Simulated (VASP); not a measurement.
A run of VASP 6.6.1:

INCAR

```
SYSTEM = HfSi2B2
PREC = Accurate
ENCUT = 520
EDIFF = 1E-6
ISMEAR = 0
SIGMA = 0.1
LREAL = .FALSE.
LASPH = .TRUE.
NELM = 60
ALGO = Normal
ISIF = 2
LWAVE = .FALSE.
LCHARG = .TRUE.
GGA = PE
LELF = .TRUE.
LVHAR = .TRUE.
NBANDS = 20
```

File KPOINTS:

```
Automatic mesh
0
G
  6 6 4
  0 0 0
```

POSCAR

```
HfSi2B2
1.0
    3.9317869676     -0.0000000033      0.0000000000
   -1.9658934810      3.4050273979      0.0000000000
    0.0000000000      0.0000000000      7.6031881492
Hf Si B
1 2 2
Direct
    0.0000000000      0.0000000000      0.0000000000
    0.0000000000      0.0000000000      0.6456748968
    0.0000000000      0.0000000000      0.3543251032
    0.3333333333      0.6666666667      0.0000000000
    0.6666666667      0.3333333333      0.0000000000
```

Potentials or basis: VASP PAW PBE potentials, release 64 (Hf_pv, Si, B).

Command:

```bash
$ cat potpaw_PBE.64/Hf_pv/POTCAR potpaw_PBE.64/Si/POTCAR potpaw_PBE.64/B/POTCAR > POTCAR
$ mpirun -np 1 vasp_std > vasp.out
```

Hardware: 1 thread of Intel(R) Xeon(R) 6975P-C (Granite Rapids) (shared host).

**Question.** Estimate the wall time of this run.

**Answer.** Wall time 24 s on 1 thread of Intel(R) Xeon(R) 6975P-C (Granite Rapids), with other jobs on the host, peak memory 0.24 GiB. Counts: scf iterations 16, k points 21.
